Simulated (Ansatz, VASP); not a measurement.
One calculation of In3Sb, two programs

INCAR

```
SYSTEM = In3Sb
ALGO = Fast
EDIFF = 1E-6
ENCUT = 520
GGA = PS
ISIF = 2
ISMEAR = 0
IVDW = 12
LASPH = .TRUE.
LCHARG = .FALSE.
LREAL = .FALSE.
LWAVE = .FALSE.
NBANDS = 30
NELM = 80
PREC = Accurate
SIGMA = 0.1
```

Contents of KPOINTS:

```
k-points
0
G
  10 10 10
  0 0 0
```

The input POSCAR:

```
In3Sb
1.0
    4.4466658028      0.0000000000      0.0000000000
    0.0000000000      4.4466658028      0.0000000000
    0.0000000000      0.0000000000      4.4466658028
In Sb
3 1
Direct
    0.5000000000      0.5000000000      0.0000000000
    0.5000000000      0.0000000000      0.5000000000
    0.0000000000      0.5000000000      0.5000000000
    0.0000000000      0.0000000000      0.0000000000
```

Input for Ansatz:

```yaml
crystal:
  lattice:
    - [4.4466658028, 0.0, 0.0]
    - [0.0, 4.4466658028, 0.0]
    - [0.0, 0.0, 4.4466658028]
  atoms:
    - { symbol: In, position: [0.5, 0.5, 0.0] }
    - { symbol: In, position: [0.5, 0.0, 0.5] }
    - { symbol: In, position: [0.0, 0.5, 0.5] }
    - { symbol: Sb, position: [0.0, 0.0, 0.0] }
basis:
  ecutwfc: 420
kpoints:
  mp_grid: { grid: [10, 10, 10] }
hamiltonian:
  xc: pbesol
  dispersion: d3bj
scf:
  occupations: { method: gaussian, width: 0.1 }
output:
  forces: true
  stress: true
  eigenvalues: true
```

Alike in both runs: task single point; functional PBEsol; dispersion D3(BJ); k mesh 10 × 10 × 10; occupations gaussian, width 0.1 eV; no spin polarisation.

|  | VASP | Ansatz |
| --- | --- | --- |
| version | VASP 6.6.1 | Ansatz 0.2.0 |
| potentials or method | VASP PAW PBE potentials, release 64 (In_d, Sb), cutoff 520 eV | scalar-relativistic, plane waves, PAW |
| valence electrons in the cell | 44 | 54 |

|  | VASP | Ansatz | Ansatz less VASP |
| --- | --- | --- | --- |
| gap on the k mesh at the Fermi level (eV) | none | none | - |
| pressure (GPa) | 9.5 | 9.4 | -0.15 |

VASP's potentials were made for PBE, not for PBEsol. A gap of «none» marks a metal or a gap that the smearing closes. VASP's potentials hold 44 valence electrons a cell and Ansatz's 54, so a difference there can come from the potentials and not from the codes.

Spin-orbit coupling is off throughout.
